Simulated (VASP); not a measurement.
A run of VASP 6.6.1 is set up as follows.

File INCAR:

```
PREC = Accurate
ENCUT = 520
EDIFF = 1E-6
ISMEAR = -1
SIGMA = 0.02
LREAL = F
LASPH = T
NELM = 80
ALGO = Normal
ISIF = 2
LWAVE = F
LCHARG = F
GGA = PE
NBANDS = 11
```

The input KPOINTS:

```
regular mesh
0
Gamma
  10 10 10
```

File POSCAR:

```
SiC
1.0
   -0.0678959875      2.1972784576      2.1972784576
    2.1972784576     -0.0678959875      2.1972784576
    2.1972784576      2.1972784576     -0.0678959875
Si C
1 1
Direct
   -0.0010698463     -0.0010698463     -0.0010698463
    0.2510698463      0.2510698463      0.2510698463
```

Potentials or basis: VASP PAW PBE potentials, release 64 (Si, C).

Command:

```console
$ cat potpaw_PBE.64/Si/POTCAR potpaw_PBE.64/C/POTCAR > POTCAR
$ mpirun -np 1 vasp_std > vasp.out
```

Q: Predict the band gap on the k mesh.

A: 1.16 eV (least direct gap 4.16 eV).

Q: Estimate the pressure.

A: -10.3 GPa.

Q: Predict the largest force.

A: 0.051 eV/Å.

Forces in eV/Å, atoms in the order of the input:
```
Si  -0.030 -0.030 -0.030
C    0.030  0.030  0.030
```

Caveat: the cell differs from its parent crystal (epitaxial 111 strain +4.0%); the cell stands under tension. A k mesh can miss the band edges.
